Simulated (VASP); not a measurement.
A run of VASP 6.6.1:

The input INCAR:

```
ALGO = Normal
EDIFF = 1E-6
ENCUT = 600
GGA = PE
GGA_COMPAT = F
ISIF = 2
ISMEAR = -1
LASPH = T
LCHARG = F
LREAL = F
LWAVE = F
NBANDS = 12
NELM = 120
PREC = Accurate
SIGMA = 0.05
```

KPOINTS

```
k-points
0
Gamma
  7 7 7
```

POSCAR

```
SiF
1.0
    3.0286000000      0.0000000000      0.0000000000
    0.0000000000      3.0286000000      0.0000000000
    0.0000000000      0.0000000000      2.9983140000
Si F
1 1
Direct
    0.5000000000      0.5000000000      0.5000000000
    0.0000000000      0.0000000000      0.0000000000
```

Potentials or basis: VASP PAW PBE potentials, release 64 (Si, F).

Command:

```sh
$ cat potpaw_PBE.64/Si/POTCAR potpaw_PBE.64/F/POTCAR > POTCAR
$ mpirun -np 1 vasp_std > vasp.out
```

Hardware: 1 thread of Intel(R) Xeon(R) 6975P-C (Granite Rapids), with other jobs on the host.

Question: Estimate the wall time of this run.

Answer: It took 4 s on 1 thread of Intel(R) Xeon(R) 6975P-C (Granite Rapids), on a shared host, peak memory 0.14 GiB. Counts: scf iterations 12, k points 40.
